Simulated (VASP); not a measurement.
Wanted: the native input for a VASP 6.6.1 run.

```
Task                   : single point
Functional             : LDA
Potentials or basis    : VASP PAW LDA potentials, release 64 (Co, O)
Cutoff                 : 520 eV
k mesh                 : 10 × 10 × 5
Occupations            : fermi-dirac, width 0.05 eV
Spin                   : collinear spin, ferromagnetic start
Starting moments       : [2.0, 2.0, 0.0, 0.0] μB
Dipole correction      : no
Further INCAR settings : ALGO = Normal; EDIFF = 1e-06; NBANDS = 27
```

The structure of CoO lies in POSCAR:

```
CoO
1.0
    3.2397248551      0.0000000000      0.0000000000
   -1.6198624276      2.8056840258      0.0000000000
    0.0000000000      0.0000000000      5.2975164125
Co O
2 2
Direct
    0.3333333333      0.6666666667      0.5033624100
    0.0000000000      0.0000000000      0.0034741400
    0.3333333333      0.6666666667      0.8715556000
    0.0000000000      0.0000000000      0.3716088500
```

The input as run:

INCAR

```
PREC     = Accurate       # precision mode
ENCUT    = 520            # plane-wave cutoff, eV
EDIFF    = 1E-6           # SCF threshold, eV
ISMEAR   = -1             # smearing method
SIGMA    = 0.05           # smearing width, eV
LREAL    = False          # projectors in reciprocal space
LASPH    = True           # aspherical terms in the spheres
NELM     = 150            # most SCF steps
ALGO     = Normal         # electronic algorithm
ISIF     = 2              # what is computed and relaxed
LWAVE    = False          # write WAVECAR
LCHARG   = False          # write CHGCAR
ISPIN    = 2              # spin polarisation
MAGMOM   = 2 2 0 0        # initial moments
LORBIT   = 11             # projections on sites
LMAXMIX  = 4              # l up to which the mixer works
NBANDS   = 27             # bands
```

KPOINTS

```
regular mesh
0
Gamma
  10 10 5
```

Potentials or basis: VASP PAW LDA potentials, release 64 (Co, O).

The run is started by

```bash
$ cat potpaw_LDA.64/Co/POTCAR potpaw_LDA.64/O/POTCAR > POTCAR
$ mpirun -np 1 vasp_std > vasp.out
```

Results of the run:

- Pressure: -19.2 GPa
- Largest force: 0.208 eV/Å
- Net moment: 5.63 μB per cell
- Site moments: Co +2.40; O +0.32 μB
- Valence electrons inside the program's atomic spheres: Co 7.92; O 4.93

Caveat: the cell stands under tension.

It took 3.7 min on 1 thread of AMD EPYC 7R13, with other jobs on the host, peak memory 0.19 GiB.
